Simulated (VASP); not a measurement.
Wanted: the native input for a VASP 6.6.1 run.

- Task: single point
- Functional: r2SCAN
- Potentials or basis: VASP PAW PBE potentials, release 64 (C)
- Cutoff: 520 eV
- k mesh: 8 × 8 × 8
- Occupations: gaussian, width 0.05 eV
- Spin: no spin polarisation
- Dipole correction: no
- Further INCAR settings: ALGO = Normal; EDIFF = 1e-06; NBANDS = 26

The system is C.

```
C
1.0
    -2.42911    2.42911    2.42911
     2.42911   -2.42911    2.42911
     2.42911    2.42911   -2.42911
C
8
Direct
  0.32546 0.00000 0.00000
  0.67454 0.67454 0.67454
  0.00000 0.32546 0.00000
  0.00000 0.00000 0.32546
  0.00000 0.67454 0.00000
  0.32546 0.32546 0.32546
  0.67454 0.00000 0.00000
  0.00000 0.00000 0.67454
```

These files were run (other wordings do the same):

POSCAR

```
C
1.0
   -2.4291088834      2.4291088834      2.4291088834
    2.4291088834     -2.4291088834      2.4291088834
    2.4291088834      2.4291088834     -2.4291088834
C
8
Direct
    0.3254551632      0.0000000000      0.0000000000
    0.6745448368      0.6745448368      0.6745448368
    0.0000000000      0.3254551632      0.0000000000
    0.0000000000      0.0000000000      0.3254551632
    0.0000000000      0.6745448368      0.0000000000
    0.3254551632      0.3254551632      0.3254551632
    0.6745448368      0.0000000000      0.0000000000
    0.0000000000      0.0000000000      0.6745448368
```

INCAR.step1

```
PREC = Accurate
ENCUT = 520
ISMEAR = 0
SIGMA = 0.05
LREAL = False
LASPH = True
NELM = 80
NBANDS = 26
GGA = PE
ALGO = Normal
EDIFF = 1E-4
LWAVE = True
LCHARG = False
```

INCAR.step2

```
PREC = Accurate
ENCUT = 520
EDIFF = 1E-6
ISMEAR = 0
SIGMA = 0.05
LREAL = False
LASPH = True
NELM = 80
ALGO = Normal
ISIF = 2
LWAVE = False
LCHARG = False
METAGGA = R2SCAN
LMIXTAU = True
NBANDS = 26
ISTART = 1
```

KPOINTS

```
Automatic mesh
0
Gamma
  8 8 8
```

Potentials or basis: VASP PAW PBE potentials, release 64 (C).

Run with:

```bash
$ cat potpaw_PBE.64/C/POTCAR > POTCAR
$ cp INCAR.step1 INCAR
$ mpirun -np 1 vasp_std > vasp.out
$ cp INCAR.step2 INCAR
$ mpirun -np 1 vasp_std > vasp.out
```

It gave:

```
Pressure               : 0.9 GPa
Largest force          : 0.050 eV/Å
Band gap on the k mesh : 3.17 eV, indirect (least direct gap 4.12 eV)
```

Caveat: the PAW data sets were made with another functional, which shifts forces and pressure a little.

It took 91 s on 1 thread of Intel Xeon 6975P-C, on a shared host, peak memory 0.18 GiB.
